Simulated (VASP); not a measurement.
A run of VASP 6.6.1 is set up as follows.

POSCAR

```
TaN
1.0
    0.0000000000      2.1790013100      2.1790013100
    2.1790013100      0.0000000000      2.1790013100
    2.1790013100      2.1790013100      0.0000000000
Ta N
1 1
Direct
    0.5000000000      0.5000000000      0.5000000000
    0.0000000000      0.0000000000      0.0000000000
```

INCAR.step1

```
SYSTEM = TaN
  PREC = Accurate
  ENCUT = 600
  ISMEAR = -1
  SIGMA = 0.05
  LREAL = .False.
  LASPH = .True.
  NELM = 150
  LMAXMIX = 4
  LDAU = .True.
  LDAUTYPE = 2
  LDAUL = 2 -1
  LDAUU = 5 0
  LDAUJ = 0 0
  GGA = PE
  ALGO = Normal
  EDIFF = 1E-4
  LWAVE = .True.
  LCHARG = .False.
```

The input INCAR.step2:

```
SYSTEM = TaN
  PREC = Accurate
  ENCUT = 600
  EDIFF = 1E-6
  ISMEAR = -1
  SIGMA = 0.05
  LREAL = .False.
  LASPH = .True.
  NELM = 150
  ALGO = Normal
  ISIF = 3
  LWAVE = .False.
  LCHARG = .False.
  LMAXMIX = 4
  LDAU = .True.
  LDAUTYPE = 2
  LDAUL = 2 -1
  LDAUU = 5 0
  LDAUJ = 0 0
  LDAUPRINT = 1
  METAGGA = R2SCAN
  LMIXTAU = .True.
  IBRION = 2
  NSW = 60
  EDIFFG = -0.01
  ISTART = 1
```

Contents of KPOINTS:

```
regular mesh
0
Gamma
  10 10 10
  0 0 0
```

Potentials or basis: VASP PAW PBE potentials, release 64 (Ta_pv, N).

Launch:

```sh
$ cat potpaw_PBE.64/Ta_pv/POTCAR potpaw_PBE.64/N/POTCAR > POTCAR
$ cp INCAR.step1 INCAR
$ mpirun -np 1 vasp_std > vasp.out
$ cp INCAR.step2 INCAR
$ mpirun -np 1 vasp_std > vasp.out
```

Task: Estimate the relaxed cell.

Result: a = 3.159 Å, b = 3.159 Å, c = 3.159 Å, α = 60.00°, β = 60.00°, γ = 60.00°.

Task: Estimate the space group after relaxing (to 0.1 Å).

Result: Fm-3m (No. 225).

Task: Estimate the relaxed volume.

Result: 11.15 Å³/atom.

Final structure:
```yaml
crystal:
  lattice:
    - [0.00000, 2.23390, 2.23390]
    - [2.23390, 0.00000, 2.23390]
    - [2.23390, 2.23390, 0.00000]
  atoms:
    - { symbol: Ta, position: [0.50000, 0.50000, 0.50000] }
    - { symbol: N, position: [0.00000, 0.00000, 0.00000] }
```

Caveat: the PAW data sets were made with another functional, which shifts forces and pressure a little; U without spin polarisation on a metal has little footing. Zero-point motion and thermal expansion aren't in these numbers.
